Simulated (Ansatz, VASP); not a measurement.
# C: VASP beside Ansatz

The input INCAR:

```
PREC = Accurate
ENCUT = 520
EDIFF = 1E-7
ISMEAR = -1
SIGMA = 0.08
LREAL = False
LASPH = True
NELM = 100
ALGO = Normal
ISIF = 2
LWAVE = False
LCHARG = True
GGA = PE
LELF = True
LVHAR = True
NBANDS = 11
```

File KPOINTS:

```
regular mesh
0
Gamma
  20 20 20
```

POSCAR

```
C
1.0
    0.0000000000      1.7834000000      1.7834000000
    1.7834000000      0.0000000000      1.7834000000
    1.7834000000      1.7834000000      0.0000000000
C
2
Direct
    0.5000000000      0.5000000000      0.5000000000
    0.7500000000      0.7500000000      0.7500000000
```

Input for Ansatz:

```yaml
crystal:
  lattice:
    - [0.0, 1.7834, 1.7834]
    - [1.7834, 0.0, 1.7834]
    - [1.7834, 1.7834, 0.0]
  atoms:
    - { symbol: C, position: [0.5, 0.5, 0.5] }
    - { symbol: C, position: [0.75, 0.75, 0.75] }
kpoints:
  mp_grid: { grid: [20, 20, 20] }
  band_path:
    path:
      - [0.0, 0.0, 0.0]
      - [0.5, 0.0, 0.5]
      - [0.625, 0.25, 0.625]
      - [0.375, 0.375, 0.75]
      - [0.0, 0.0, 0.0]
      - [0.5, 0.5, 0.5]
      - [0.5, 0.25, 0.75]
      - [0.5, 0.0, 0.5]
    npoints: 5
scf:
  occupations: { method: fermi_dirac, width: 0.08 }
hamiltonian:
  xc: pbe
  pseudopotentials:
    kind: all_electron
    lapw: { basis_error: 0.0005 }
    relativity: none
output:
  forces: true
  stress: true
  eigenvalues: true
```

Alike in both runs: task single point; functional PBE; k mesh 20 × 20 × 20; occupations fermi-dirac, width 0.08 eV; no spin polarisation.

```csv
,VASP,Ansatz
version,VASP 6.6.1,Ansatz 0.2.0
potentials or method,"VASP PAW PBE potentials, release 64 (C), cutoff 520 eV","all-electron LAPW, non-relativistic"
```

```csv
,VASP,Ansatz,Ansatz less VASP
gap on the k mesh at the Fermi level (eV),4.13,4.15,+0.017
pressure (GPa),2.4,1.9,-0.53
```

Ansatz ran all-electron here, and VASP with PAW potentials.
